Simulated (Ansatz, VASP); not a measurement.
**One calculation of SiNi, two programs**

Contents of INCAR:

```
SYSTEM = SiNi
  PREC = Accurate
  ENCUT = 520
  EDIFF = 1E-6
  ISMEAR = 0
  SIGMA = 0.15
  LREAL = .FALSE.
  LASPH = .TRUE.
  NELM = 60
  ALGO = Normal
  ISIF = 2
  LWAVE = .FALSE.
  LCHARG = .FALSE.
  GGA = PS
  NBANDS = 22
```

KPOINTS

```
regular mesh
0
G
  16 14 10
  0 0 0
```

Contents of POSCAR:

```
SiNi
1.0
    3.0266200000      0.0000000000      0.0000000000
    0.0000000000      3.2735000000      0.0000000000
    0.0000000000      0.0000000000      4.6977600000
Si Ni
2 2
Direct
    0.5000000000      0.5534595998      0.8423000000
    0.0000000000      0.0000000000      0.1577000000
    0.5000000000      0.5000000000      0.3442200000
    0.0000000000      0.0000000000      0.6557800000
```

Input for Ansatz:

```yaml
crystal:
  lattice:
    - [3.02662, 0.0, 0.0]
    - [0.0, 3.2735, 0.0]
    - [0.0, 0.0, 4.69776]
  atoms:
    - { symbol: Si, position: [0.5, 0.5534595998, 0.8423] }
    - { symbol: Si, position: [0.0, 0.0, 0.1577] }
    - { symbol: Ni, position: [0.5, 0.5, 0.34422] }
    - { symbol: Ni, position: [0.0, 0.0, 0.65578] }
basis:
  ecutwfc: 420
kpoints:
  mp_grid: { grid: [16, 14, 10] }
hamiltonian:
  xc: pbesol
scf:
  occupations: { method: gaussian, width: 0.15 }
output:
  forces: true
  stress: true
  eigenvalues: true
```

Alike in both runs: task single point; functional PBEsol; k mesh 16 × 14 × 10; occupations gaussian, width 0.15 eV; no spin polarisation.

```csv
,VASP,Ansatz
version,VASP 6.6.1,Ansatz 0.2.0
potentials or method,"VASP PAW PBE potentials, release 64 (Si, Ni), cutoff 520 eV","scalar-relativistic, plane waves, PAW"
valence electrons in the cell,28,44
```

VASP gave:

```
gap on the k mesh at the Fermi level (eV)                     : none
pressure (GPa)                                                : -3.5
traceless stress, the component that is largest in VASP (GPa) : 0.75
rms of the force components (eV/Å)                            : 0.413
```

Problem. What did Ansatz give for the same quantities?

Solution. gap on the k mesh at the Fermi level (eV): none; pressure (GPa): -3.8; traceless stress, the component that is largest in VASP (GPa): 0.85; rms of the force components (eV/Å): 0.409.

VASP's potentials were made for PBE, not for PBEsol. Atom by atom the forces differ by 0.006 eV/Å (rms over components). A gap of «none» marks a metal or a gap that the smearing closes. With one functional, cell and mesh, what is left measures potentials, basis and numerics. VASP's potentials hold 28 valence electrons a cell and Ansatz's 44, so a difference there can come from the potentials and not from the codes.
